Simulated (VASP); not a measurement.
Runs of VASP 6.6.1 on LaB6. The structure is that of space group Pm-3m (No. 221), or close to it. The cells are those of the table. 

```csv
task,level,cell,k mesh,cutoff (eV),smearing,gap on the mesh (eV),pressure (GPa),largest force (eV/Å)
single point,r2SCAN,"a = 4.124 Å, 7 atoms",8 × 8 × 8,520,gaussian 0.05 eV,none,3.8,0.03
single point,r2SCAN,"a = 4.180 Å, 7 atoms",8 × 8 × 8,520,gaussian 0.05 eV,none,(a),0.02
single point,r2SCAN,"a = 4.152 Å, 7 atoms",8 × 8 × 8,520,gaussian 0.05 eV,none,0.0,0.03
single point,r2SCAN,"a = 4.152 Å, 7 atoms",8 × 8 × 8,520,methfessel-paxton 0.01 eV,none,0.0,0.03
single point,PBE,"a = 4.156 Å, 7 atoms",6 × 6 × 6,520,gaussian 0.05 eV,none,-0.3,0.03
relaxation of cell and atoms,PBE,"relaxed from a = 4.171 Å, 7 atoms",6 × 6 × 6,600,gaussian 0.05 eV,none,0.0,-
single point,r2SCAN,"a = 4.207 Å, 7 atoms",8 × 8 × 8,520,gaussian 0.05 eV,none,-6.6,0.02
```

Alike in all rows: potentials or basis VASP PAW PBE potentials, release 64 (La, B); no spin polarisation.

Problem. Fill in the values left out.

Solution. (a) -3.5.

Caveats: spin-orbit coupling is left out, which moves the levels of the heavy elements; the PAW data sets were made with another functional, which shifts forces and pressure a little (some runs).

A k mesh can miss the band edges, and the runs leave out spin-orbit coupling on La.

A gap of «none» marks levels without a gap at the run's occupations.
